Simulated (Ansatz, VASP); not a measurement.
**ZnSe in VASP and in Ansatz**

```
Zn Se
1.0
     0.00000    2.49400    2.49400
     2.49400    0.00000    2.49400
     2.49400    2.49400    0.00000
Zn Se
1 1
Direct
  0.00000 0.00000 0.00000
  0.50000 0.50000 0.50000
```

Alike in both runs: task relaxation of cell and atoms; functional PBE; k mesh 14 × 14 × 14; occupations fermi-dirac, width 0.08 eV; no spin polarisation.

```csv
,VASP,Ansatz
version,VASP 6.6.1,Ansatz 0.2.0
potentials or method,"VASP PAW PBE potentials, release 64 (Zn, Se)","PAW with Ansatz's default frozen-core files, scalar-relativistic"
plane-wave cutoff (eV),600,420
valence electrons in the cell,18,28
```

Ansatz gave:

```
relaxed volume (Å³/atom)                                     : 19.33
relaxed cell length with the largest relative difference (Å) : 3.795
```

Problem. What did VASP give for the same quantities?

Solution. Relaxed volume (Å³/atom): 19.39; relaxed cell length with the largest relative difference (Å): 3.799.

VASP's potentials hold 18 valence electrons a cell and Ansatz's 28, so a difference there can come from the potentials and not from the codes.

Noted on VASP's run: the volume moved by over 15 % at a fixed basis, so the end points are rough.
